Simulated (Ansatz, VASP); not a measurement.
**Al in VASP and in Ansatz**

Contents of INCAR:

```
PREC = Accurate ; ENCUT = 520
EDIFF = 1E-6 ; ISMEAR = 0
SIGMA = 0.15 ; LREAL = False
LASPH = True ; NELM = 100
ALGO = Normal ; ISIF = 2
LWAVE = False ; LCHARG = True
GGA = PE ; IVDW = 12
LELF = True ; LVHAR = True
NBANDS = 14
```

Contents of KPOINTS:

```
regular mesh
0
Gamma
  18 18 6
```

The input POSCAR:

```
Al
1.0
    2.7241558803      0.0000000000      0.0000000000
   -1.3620779402      2.3591881962      0.0000000000
    0.0000000000      0.0000000000      9.2357056811
Al
4
Direct
    0.0000000000      0.0000000000      0.0000000000
    0.3333333333      0.6666666667      0.2500000000
    0.0000000000      0.0000000000      0.5000000000
    0.6666666667      0.3333333333      0.7500000000
```

Input for Ansatz:

```yaml
crystal:
  lattice:
    - [2.7241558803, 0.0, 0.0]
    - [-1.3620779402, 2.3591881962, 0.0]
    - [0.0, 0.0, 9.2357056811]
  atoms:
    - { symbol: Al, position: [0.0, 0.0, 0.0] }
    - { symbol: Al, position: [0.3333333333, 0.6666666667, 0.25] }
    - { symbol: Al, position: [0.0, 0.0, 0.5] }
    - { symbol: Al, position: [0.6666666667, 0.3333333333, 0.75] }
basis:
  ecutwfc: 420
kpoints:
  mp_grid: { grid: [18, 18, 6] }
hamiltonian:
  xc: pbe
  dispersion: d3bj
scf:
  occupations: { method: gaussian, width: 0.15 }
output:
  forces: true
  stress: true
  eigenvalues: true
  write_density: true
  write_potential: true
  elf: true
  volumetric_format: npy
```

Alike in both runs: task single point; functional PBE; dispersion D3(BJ); k mesh 18 × 18 × 6; occupations gaussian, width 0.15 eV; no spin polarisation.

```csv
,VASP,Ansatz
version,VASP 6.6.1,Ansatz 0.2.0
potentials or method,"VASP PAW PBE potentials, release 64 (Al), cutoff 520 eV","scalar-relativistic, plane waves, PAW"
valence electrons in the cell,12,12
```

|  | VASP | Ansatz | Ansatz less VASP |
| --- | --- | --- | --- |
| gap on the k mesh at the Fermi level (eV) | none | none | - |
| pressure (GPa) | 6.7 | 6.7 | +0.03 |
| traceless stress, the component that is largest in VASP (GPa) | -2.97 | -2.97 | -0.003 |

A gap of «none» marks a metal or a gap that the smearing closes.
